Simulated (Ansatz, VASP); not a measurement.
**NiGe: VASP beside Ansatz**

```
Ni Ge
1.0
     3.44002    0.00000    0.00000
     0.00000    5.31079    0.00000
     0.00000    0.00000   25.90187
Ni Ge
8 8
Direct
  0.25000 0.99299 0.28955
  0.25000 0.49299 0.31664
  0.75000 0.50701 0.40034
  0.75000 0.00701 0.42743
  0.25000 0.99299 0.51113
  0.25000 0.49299 0.53822
  0.75000 0.50701 0.62192
  0.75000 0.00701 0.64901
  0.75000 0.18836 0.33891
  0.25000 0.81164 0.37808
  0.25000 0.31164 0.44970
  0.75000 0.68836 0.48887
  0.75000 0.18836 0.56048
  0.25000 0.81164 0.59966
  0.25000 0.31164 0.67127
  0.75000 0.68836 0.71045
```

Alike in both runs: task single point; functional PBEsol; k mesh 1 × 1 × 1; occupations gaussian, width 0.1 eV; no spin polarisation.

|  | VASP | Ansatz |
| --- | --- | --- |
| version | VASP 6.6.1 | Ansatz 0.2.0 |
| potentials or method | VASP PAW PBE potentials, release 64 (Ni, Ge_d), cutoff 520 eV | scalar-relativistic, plane waves, PAW |
| valence electrons in the cell | 192 | 256 |

Ansatz gave:

- gap on the k mesh at the Fermi level (eV): 0.08
- least direct gap on the mesh (eV): 0.08
- rms of the force components (eV/Å): 0.701

Which values does VASP return?

gap on the k mesh at the Fermi level (eV): 0.08; least direct gap on the mesh (eV): 0.08; rms of the force components (eV/Å): 0.704.

VASP's potentials were made for PBE, not for PBEsol. With one functional, cell and mesh, what is left measures potentials, basis and numerics. VASP's potentials hold 192 valence electrons a cell and Ansatz's 256, so a difference there can come from the potentials and not from the codes.
